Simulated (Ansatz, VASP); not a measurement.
Two plane-wave programs on BiSb3O2

```xyz
6
Lattice="6.4084 0.0000 0.0000 -3.2042 5.5498 0.0000 0.0000 0.0000 3.7569" Properties=species:S:1:pos:R:3 pbc="T T T"
Sb   -1.6021    2.7749    0.0000
Sb    1.6021    2.7749    0.0000
Sb    3.2042    0.0000    0.0000
Bi    0.0000    0.0000    1.8785
O     3.2042    1.8499    1.8785
O     0.0000    3.6999    1.8785
```

Change from the starting cell: species swapped into the DyB2Rh3 type (P6/mmm, No. 191).

Alike in both runs: task single point; functional PBE; k mesh 3 × 3 × 4; occupations gaussian, width 0.1 eV; no spin polarisation.

|  | VASP | Ansatz |
| --- | --- | --- |
| version | VASP 6.6.1 | Ansatz 0.2.0 |
| potentials or method | VASP PAW PBE potentials, release 64 (Sb, Bi_d, O), cutoff 520 eV | scalar-relativistic, plane waves, PAW |
| valence electrons in the cell | 42 | 72 |

VASP gave:

```
gap on the k mesh at the Fermi level (eV)                     : none
pressure (GPa)                                                : -5.0
traceless stress, the component that is largest in VASP (GPa) : -2.89
```

What did Ansatz give for the same quantities?

gap on the k mesh at the Fermi level (eV): none; pressure (GPa): -4.6; traceless stress, the component that is largest in VASP (GPa): -2.82.

A gap of «none» marks a metal or a gap that the smearing closes. VASP's potentials hold 42 valence electrons a cell and Ansatz's 72, so a difference there can come from the potentials and not from the codes.

The k mesh is coarse, so the values compare programs but aren't converged. Spin-orbit coupling is off throughout.
